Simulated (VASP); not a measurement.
# KI in VASP: single point with r2SCAN

Aim: the single point of KI with r2SCAN.

Everything below comes from runs of VASP 6.6.1. Logs are shortened: lines on timing, memory, paths and dates and some standing lists are left out, and cuts for length are marked.

## (1) The cell of the first run

The typed cell holds 4 atoms: a = 4.899 Å, b = 4.899 Å, c = 8.591 Å, α = 90.00°, β = 90.00°, γ = 119.99°.

## (2) Single point, r2SCAN

File POSCAR:

```
KI
1.0
    2.4498406457     -4.2428072590      0.0000000000
    2.4498406457      4.2428072590      0.0000000000
    0.0000000000      0.0000000000      8.5908180015
K I
2 2
Direct
    0.5000000000      0.5000000000      0.5000000000
    0.5000000000      0.5000000000      0.0000000000
    0.8333973741      0.1666026259      0.2500000000
    0.1666026259      0.8333973741      0.7500000000
```

File INCAR.step1:

```
PREC = Accurate ; ENCUT = 520
ISMEAR = 0 ; SIGMA = 0.01
LREAL = F ; LASPH = T
NELM = 100 ; NBANDS = 24
GGA = PE ; ALGO = Normal
EDIFF = 1E-4 ; LWAVE = T
LCHARG = F
```

File INCAR.step2:

```
PREC = Accurate ; ENCUT = 520
EDIFF = 1E-6 ; ISMEAR = 0
SIGMA = 0.01 ; LREAL = F
LASPH = T ; NELM = 100
ALGO = Normal ; ISIF = 2
LWAVE = F ; LCHARG = T
METAGGA = R2SCAN ; LMIXTAU = T
LELF = T ; LVHAR = T
NBANDS = 24 ; ISTART = 1
```

File KPOINTS:

```
regular mesh
0
Gamma
  6 6 2
```

Potentials or basis: VASP PAW PBE potentials, release 64 (K_sv, I).

Started as:

```console
$ cat potpaw_PBE.64/K_sv/POTCAR potpaw_PBE.64/I/POTCAR > POTCAR
$ cp INCAR.step1 INCAR
$ mpirun -np 1 vasp_std > vasp.out
$ cp INCAR.step2 INCAR
$ mpirun -np 1 vasp_std > vasp.out
```

OUTCAR:

```text
PREC = Accurate
   ENCUT = 520
   EDIFF = 1E-6
   ISMEAR = 0
   LREAL = F
   LASPH = T
   NELM = 100
   ISIF = 2
   METAGGA = R2SCAN
   ISTART = 1

 ion  position               nearest neighbor table
   1  0.500  0.500  0.500-   4 3.55   3 3.55   4 3.55   3 3.55   3 3.55   4 3.55
   2  0.500  0.500  0.000-   4 3.55   3 3.55   4 3.55   3 3.55   3 3.55   4 3.55
   3  0.833  0.167  0.250-   1 3.55   2 3.55   1 3.55   2 3.55   1 3.55   2 3.55
   4  0.167  0.833  0.750-   1 3.55   2 3.55   1 3.55   2 3.55   1 3.55   2 3.55

  LATTYP: Found a base centered orthorhombic cell.
 ALAT       =     4.8996812914
 B/A-ratio  =     1.7318707102
 C/A-ratio  =     1.7533422055

  Lattice vectors:

 A1 = (   2.4498406457,  -4.2428072590,   0.0000000000)
 A2 = (   2.4498406457,   4.2428072590,   0.0000000000)
 A3 = (   0.0000000000,   0.0000000000,   8.5908180015)

Analysis of symmetry for initial positions (statically):
=====================================================================
 Subroutine PRICEL returns:
 Original cell was already a primitive cell.

 Routine SETGRP: Setting up the symmetry group for a
 base centered orthorhombic supercell.

 Subroutine GETGRP returns: Found  8 space group operations
 (whereof  4 operations were pure point group operations)
 out of a pool of  8 trial point group operations.

The static configuration has the point symmetry C_2h.
 The point group associated with its full space group is D_2h.

Analysis of symmetry for dynamics (positions and initial velocities):
=====================================================================
 Subroutine PRICEL returns:
 Original cell was already a primitive cell.

 Routine SETGRP: Setting up the symmetry group for a
 base centered orthorhombic supercell.

 Subroutine GETGRP returns: Found  8 space group operations
 (whereof  4 operations were pure point group operations)
 out of a pool of  8 trial point group operations.

The dynamic configuration has the point symmetry C_2h.
 The point group associated with its full space group is D_2h.

 Subroutine INISYM returns: Found  8 space group operations
 (whereof  4 operations are pure point group operations),
 and found     1 'primitive' translations

----------------------------------------------------------------------------------------

                                     Primitive cell

  volume of cell :     178.5894

  direct lattice vectors                    reciprocal lattice vectors
     2.449840646 -4.242807259  0.000000000     0.204094908 -0.117846503  0.000000000
     2.449840646  4.242807259  0.000000000     0.204094908  0.117846503  0.000000000
     0.000000000  0.000000000  8.590818002     0.000000000  0.000000000  0.116403351

  length of vectors
     4.899299197  4.899299197  8.590818002     0.235674627  0.235674627  0.116403351

  position of ions in fractional coordinates (direct lattice)
     0.500000000  0.500000000  0.500000000
     0.500000000  0.500000000  0.000000000
     0.833397374  0.166602626  0.250000000
     0.166602626  0.833397374  0.750000000

  ion indices of the primitive-cell ions
   primitive index   ion index
                 1           1
                 2           2
                 3           3
                 4           4

----------------------------------------------------------------------------------------

 KPOINTS: regular mesh

Automatic generation of k-mesh.
 Grid dimensions read from file:
 generate k-points for:    6    6    2

 Generating k-lattice:

  Cartesian coordinates                     Fractional coordinates (reciprocal lattice)
     0.034015818 -0.019641084  0.000000000     0.166666667  0.000000000  0.000000000
     0.034015818  0.019641084  0.000000000     0.000000000  0.166666667  0.000000000
     0.000000000  0.000000000  0.058201675     0.000000000  0.000000000  0.500000000

  Length of vectors
     0.039279104  0.039279104  0.058201675

  Shift w.r.t. Gamma in fractional coordinates (k-lattice)
     0.000000000  0.000000000  0.000000000

 Subroutine IBZKPT returns following result:
 ===========================================

 Found     26 irreducible k-points:

 Following reciprocal coordinates:
            Coordinates               Weight
  0.000000  0.000000  0.000000      1.000000
  0.166667  0.000000  0.000000      4.000000
  0.333333  0.000000  0.000000      4.000000
  0.500000  0.000000  0.000000      2.000000
  0.166667  0.166667  0.000000      2.000000
  0.333333  0.166667  0.000000      4.000000
[... 16 lines left out ...]
  0.333333  0.333333  0.500000      2.000000
  0.500000  0.333333  0.500000      4.000000
 [... further k-points ...]
   k-points           NKPTS =     26   k-points in BZ     NKDIM =     26   number of bands    NBANDS=     24
   number of dos      NEDOS =    301   number of ions     NIONS =      4
   total plane-waves  NPLWV =  82944
   dimension x,y,z NGX =    36 NGY =   36 NGZ =   64
   dimension x,y,z NGXF=    72 NGYF=   72 NGZF=  128
   ions per type =               2   2
   NGX,Y,Z   is equivalent  to a cutoff of  12.22, 12.22, 12.39 a.u.
   NGXF,Y,Z  is equivalent  to a cutoff of  24.43, 24.43, 24.77 a.u.
 SYSTEM =  unknown system
   PREC   = accura    normal or accurate (medium, high low for compatibility)
   ISTART =      1    job   : 0-new  1-cont  2-samecut
   ICHARG =      0    charge: 1-file 2-atom 10-const
   ISPIN  =      1    spin polarized calculation?
   LNONCOLLINEAR =      F non collinear calculations
   LSORBIT =      F    spin-orbit coupling
   LASPH  =      T    aspherical Exc in radial PAW
   ENCUT  =  520.0 eV  38.22 Ry    6.18 a.u.   9.11  9.11 15.97*2*pi/ulx,y,z
   NELM   =    100;   NELMIN=  2; NELMDL=  0     # of ELM steps
   EDIFF  = 0.1E-05   stopping-criterion for ELM
   LREAL  =      F    real-space projection
   EDIFFG = 0.1E-04   stopping-criterion for IOM
   NSW    =      0    number of steps for IOM
   IBRION =     -1    ionic relax: 0-MD 1-quasi-New 2-CG
   NFREE  =      0    steps in history (QN), initial steepest desc. (CG)
   ISIF   =      2    stress and relaxation
   ISYM   =      2    0-nonsym 1-usesym 2-fastsym
   POTIM  = 0.5000    time-step for ionic-motion
   TEBEG  =    0.0;   TEEND  =   0.0 temperature during run
   PSTRESS=    0.0 pullay stress
   NELECT =      32.0000    total number of electrons
   NUPDOWN=      -1.0000    fix difference up-down
   EMIN   =  10.00;   EMAX   =-10.00  energy-range for DOS
   EFERMI =   0.00;   METHOD = LEGACY
   ISMEAR =     0;   SIGMA  =   0.01  broadening in eV -4-tet -1-fermi 0-gaus
   EFERMI_NEDOS =   21; number of points for ismear=-14 and -15
   IALGO  =     38    algorithm
   IMIX   =      4    mixing-type and parameters
     AMIX     =   0.40;   BMIX     =  1.00
     AMIX_MAG =   1.60;   BMIX_MAG =  1.00
  volume/ion in A,a.u.               =      44.65       301.30
  Fermi-wavevector in a.u.,A,eV,Ry     =   0.922939  1.744102 11.589663  0.851816
  Thomas-Fermi vector in A             =   2.048521
   LORBIT       =      0    0 simple, 1 ext, 2 COOP (PROOUT), +10 PAW based schemes
   METAGGA = R2SCAN    functional components
   LHFCALC =     F    Hartree Fock is set to
   AEXX    =    0.0000 exact exchange contribution
   IVDW    =     0    specifies the selected vdW correction
   LEPSILON=     F    determine dielectric tensor
   LRPA    =     F    only Hartree local field effects (RPA)
 non-spin polarized calculation
 Gauss-broadening in eV      SIGMA  =   0.01
  energy-cutoff  :      520.00
  volume of cell :      178.59
 maximum number of plane-waves:      4836
   NGX = 19   NGY = 19   NGZ = 31

 number of electron      31.9999998 magnetization

 Free energy of the ion-electron system (eV)
  ---------------------------------------------------
  ext. energy  EPLUGINS =         0.00000000
  ---------------------------------------------------
  free energy    TOTEN  =       -67.88647652 eV

  energy without entropy =      -67.88647652  energy(sigma->0) =      -67.88647652

 E-fermi :  -0.6604     XC(G=0):  -7.4609

 val. band max:       -0.7388167006   @ k =   0.0000   0.0000   0.0000
 cond. band min:       3.7541622567   @ k =   0.0000   0.0000   0.0000
 fundamental gap:      4.4929789573
 Fermi energy:        -0.6604060786

 k-point     1 :       0.0000    0.0000    0.0000
  band No.  band energies     occupation
      1     -30.5595      2.00000
      2     -30.5549      2.00000
      3     -13.4442      2.00000
      4     -13.2740      2.00000
      5     -13.2739      2.00000
      6     -13.2615      2.00000
[... 16 lines left out ...]
     23       6.7713      0.00000
     24       7.6199      0.00000

 k-point     2 :       0.1667    0.0000    0.0000
  band No.  band energies     occupation
      1     -30.5591      2.00000
      2     -30.5545      2.00000
      3     -13.4218      2.00000
      4     -13.3059      2.00000
      5     -13.2768      2.00000
      6     -13.2720      2.00000
[... 16 lines left out ...]
     23       6.9682      0.00000
     24       7.2674      0.00000

 k-point     3 :       0.3333    0.0000    0.0000
  band No.  band energies     occupation
      1     -30.5582      2.00000
      2     -30.5537      2.00000
      3     -13.3911      2.00000
      4     -13.3482      2.00000
      5     -13.2929      2.00000
      6     -13.2825      2.00000
[... 16 lines left out ...]
     23       7.5045      0.00000
     24       8.0030      0.00000

 k-point     4 :       0.5000    0.0000    0.0000
  band No.  band energies     occupation
      1     -30.5578      2.00000
      2     -30.5533      2.00000
      3     -13.4062      2.00000
      4     -13.3357      2.00000
      5     -13.3033      2.00000
      6     -13.2854      2.00000
[... 16 lines left out ...]
     23       8.0757      0.00000
     24       8.1011      0.00000

 k-point     5 :       0.1667    0.1667    0.0000
  band No.  band energies     occupation
      1     -30.5584      2.00000
      2     -30.5539      2.00000
      3     -13.3883      2.00000
      4     -13.3449      2.00000
      5     -13.2858      2.00000
      6     -13.2856      2.00000
[... 16 lines left out ...]
     23       7.2899      0.00000
     24       7.7734      0.00000

 k-point     6 :       0.3333    0.1667    0.0000
  band No.  band energies     occupation
      1     -30.5578      2.00000
      2     -30.5533      2.00000
      3     -13.3837      2.00000
      4     -13.3437      2.00000
      5     -13.3021      2.00000
      6     -13.2976      2.00000
[... 16 lines left out ...]
     23       7.6720      0.00000
     24       8.3421      0.00000
[... 379 lines left out ...]
 k-point    21 :      -0.3333    0.1667    0.5000
  band No.  band energies     occupation
      1     -30.5562      2.00000
      2     -30.5562      2.00000
      3     -13.3419      2.00000
      4     -13.3419      2.00000
      5     -13.2929      2.00000
      6     -13.2929      2.00000
[... 16 lines left out ...]
     23       7.7861      0.00000
     24       7.7861      0.00000

 k-point    22 :      -0.1667    0.1667    0.5000
  band No.  band energies     occupation
      1     -30.5568      2.00000
      2     -30.5568      2.00000
      3     -13.3466      2.00000
      4     -13.3466      2.00000
      5     -13.2811      2.00000
      6     -13.2811      2.00000
[... 16 lines left out ...]
     23       7.1594      0.00000
     24       7.1594      0.00000

 k-point    23 :       0.3333    0.3333    0.5000
  band No.  band energies     occupation
      1     -30.5553      2.00000
      2     -30.5553      2.00000
      3     -13.3394      2.00000
      4     -13.3394      2.00000
      5     -13.2989      2.00000
      6     -13.2989      2.00000
[... 16 lines left out ...]
     23       7.3585      0.00000
     24       7.3585      0.00000

 k-point    24 :       0.5000    0.3333    0.5000
  band No.  band energies     occupation
      1     -30.5555      2.00000
      2     -30.5555      2.00000
      3     -13.3457      2.00000
      4     -13.3457      2.00000
      5     -13.2933      2.00000
      6     -13.2933      2.00000
[... 16 lines left out ...]
     23       7.8028      0.00000
     24       7.8028      0.00000

 [... further k-points ...]

------------------------ aborting loop because EDIFF is reached ----------------------------------------

  FORCE on cell =-STRESS in cart. coord.  units (eV):
  Direction    XX          YY          ZZ          XY          YZ          ZX
  --------------------------------------------------------------------------------------
  -------------------------------------------------------------------------------------
  Total        0.0190798      0.0176194     -0.0062031      0.0000000      0.0000000      0.0000000
  in kB        0.1711705      0.1580688     -0.0556495      0.0000000      0.0000000      0.0000000
  external PRESSURE =       0.0911966 kB  Pullay stress =       0.0000000 kB

 VOLUME and BASIS-vectors are now :
 -----------------------------------------------------------------------------
  energy-cutoff  :      520.00
  volume of cell :      178.59
      direct lattice vectors                 reciprocal lattice vectors
     2.449840646 -4.242807259  0.000000000     0.204094908 -0.117846503  0.000000000
     2.449840646  4.242807259  0.000000000     0.204094908  0.117846503  0.000000000
     0.000000000  0.000000000  8.590818002     0.000000000  0.000000000  0.116403351

 POSITION                                       TOTAL-FORCE (eV/Angst)
 -----------------------------------------------------------------------------------
      2.44984      0.00000      4.29541         0.000000      0.000000      0.000000
      2.44984      0.00000      0.00000        -0.000000     -0.000000      0.000000
      2.44984     -2.82908      2.14770         0.000000      0.000491     -0.000000
      2.44984      2.82908      6.44311         0.000000     -0.000491      0.000000
 -----------------------------------------------------------------------------------
    total drift:                                0.000000     -0.000000     -0.000000

  FREE ENERGIE OF THE ION-ELECTRON SYSTEM (eV)
  ---------------------------------------------------
  free  energy   TOTEN  =       -67.8864765159 eV

  energy  without entropy=      -67.8864765159  energy(sigma->0) =      -67.88647652
```

Wall time 3 min (1 thread of Intel Xeon Platinum 8488C (Sapphire Rapids), shared host); peak memory 0.35 GiB.

What came out:

```
Free energy            : -67.8865 eV
Pressure               : 0.0 GPa
Band gap on the k mesh : 4.49 eV, direct
```

Caveat: the PAW data sets were made with another functional, which shifts forces and pressure a little; spin-orbit coupling is left out, which moves the levels of the heavy elements.
